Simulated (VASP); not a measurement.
Wanted: the native input for a VASP 6.6.1 run.

```
Task                   : single point
Functional             : r2SCAN
Potentials or basis    : VASP PAW PBE potentials, release 64 (B, N)
Cutoff                 : 520 eV
k mesh                 : 10 × 4 × 6
Occupations            : gaussian, width 0.02 eV
Spin                   : no spin polarisation
Dipole correction      : no
Further INCAR settings : ALGO = Normal; EDIFF = 1e-06; NBANDS = 26
```

Crystal: BN.

```xyz
8
Lattice="2.4641 0.0000 0.0000 0.0000 6.8604 0.0000 0.0000 0.0000 4.3679" Properties=species:S:1:pos:R:3 pbc="T T T"
B     1.2320    0.0000    2.1842
B     1.2320    3.4302    0.0003
B     0.0000    0.0000    0.0003
B     0.0000    3.4302    2.1842
N     1.2320    0.0000    0.7278
N     1.2320    3.4302    2.9117
N     0.0000    0.0000    2.9117
N     0.0000    3.4302    0.7278
```

This cell differs from its parent crystal: biaxial strain in the a-b plane: -1.5 %.

The input as run:

POSCAR

```
BN
1.0
    2.4640725787      0.0000000000      0.0000000000
    0.0000000000      6.8603830623      0.0000000000
    0.0000000000      0.0000000000      4.3678569063
B N
4 4
Direct
    0.5000000000      0.0000000000      0.5000732535
    0.5000000000      0.5000000000      0.0000732535
    0.0000000000      0.0000000000      0.0000732535
    0.0000000000      0.5000000000      0.5000732535
    0.5000000000      0.0000000000      0.1666267365
    0.5000000000      0.5000000000      0.6666267365
    0.0000000000      0.0000000000      0.6666267365
    0.0000000000      0.5000000000      0.1666267365
```

INCAR.step1

```
SYSTEM = BN
  PREC = Accurate
  ENCUT = 520
  ISMEAR = 0
  SIGMA = 0.02
  LREAL = .FALSE.
  LASPH = .TRUE.
  NELM = 100
  NBANDS = 26
  GGA = PE
  ALGO = Normal
  EDIFF = 1E-4
  LWAVE = .TRUE.
  LCHARG = .FALSE.
```

INCAR.step2

```
SYSTEM = BN
  PREC = Accurate
  ENCUT = 520
  EDIFF = 1E-6
  ISMEAR = 0
  SIGMA = 0.02
  LREAL = .FALSE.
  LASPH = .TRUE.
  NELM = 100
  ALGO = Normal
  ISIF = 2
  LWAVE = .FALSE.
  LCHARG = .TRUE.
  METAGGA = R2SCAN
  LMIXTAU = .TRUE.
  LELF = .TRUE.
  LVHAR = .TRUE.
  NBANDS = 26
  ISTART = 1
```

KPOINTS

```
Automatic mesh
0
G
  10 4 6
  0 0 0
```

Potentials or basis: VASP PAW PBE potentials, release 64 (B, N).

Run with:

```console
$ cat potpaw_PBE.64/B/POTCAR potpaw_PBE.64/N/POTCAR > POTCAR
$ cp INCAR.step1 INCAR
$ mpirun -np 1 vasp_std > vasp.out
$ cp INCAR.step2 INCAR
$ mpirun -np 1 vasp_std > vasp.out
```

Results of the run:

```yaml
Pressure: 2.9 GPa
Largest_force: 0.286 eV/Å
Band_gap_on_the_k_mesh: 4.13 eV
```

Caveat: the cell differs from its parent crystal (biaxial strain in the a-b plane: -1.5 %); the stress differs along the axes, from -5 to 14 GPa; the PAW data sets were made with another functional, which shifts forces and pressure a little.

Run time: 8.5 min on 1 thread of Intel Xeon 8259CL, on a shared host, peak memory 0.24 GiB.
